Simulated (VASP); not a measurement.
A run of VASP 6.6.1 is set up as follows.

File INCAR:

```
SYSTEM = Mn
PREC = Accurate
ENCUT = 500
EDIFF = 1E-6
ISMEAR = -1
SIGMA = 0.05
LREAL = .FALSE.
LASPH = .TRUE.
NELM = 200
ALGO = Normal
ISIF = 2
LWAVE = .FALSE.
LCHARG = .FALSE.
ISPIN = 2
MAGMOM = 3 -3
LORBIT = 11
LMAXMIX = 4
GGA = PS
NBANDS = 24
GGA_COMPAT = .FALSE.
```

File KPOINTS:

```
Automatic mesh
0
G
  17 17 9
  0 0 0
```

POSCAR

```
Mn
1.0
    2.5458509194      0.0000000000      0.0000000000
   -1.2729254597      2.2047715704      0.0000000000
    0.0000000000      0.0000000000      4.1179003771
Mn
2
Direct
    0.3333333333      0.6666666667      0.2500000000
    0.6666666667      0.3333333333      0.7500000000
```

Potentials or basis: VASP PAW PBE potentials, release 64 (Mn_pv).

Command:

```sh
$ cat potpaw_PBE.64/Mn_pv/POTCAR > POTCAR
$ mpirun -np 1 vasp_std > vasp.out
```

Predict the band gap on the k mesh.

zero (filled and empty bands overlap).

Estimate the net moment.

0.00 μB per cell.

Estimate the pressure.

-23.8 GPa.

Stress tensor (GPa, compression positive):
```
-24.16   0.00   0.00
  0.00 -24.16   0.00
  0.00   0.00 -23.06
```

Caveat: the cell stands under tension; the antiferromagnetic order is the one typed at the start, and another may lie lower; the PAW data sets were made with another functional, which shifts forces and pressure a little.
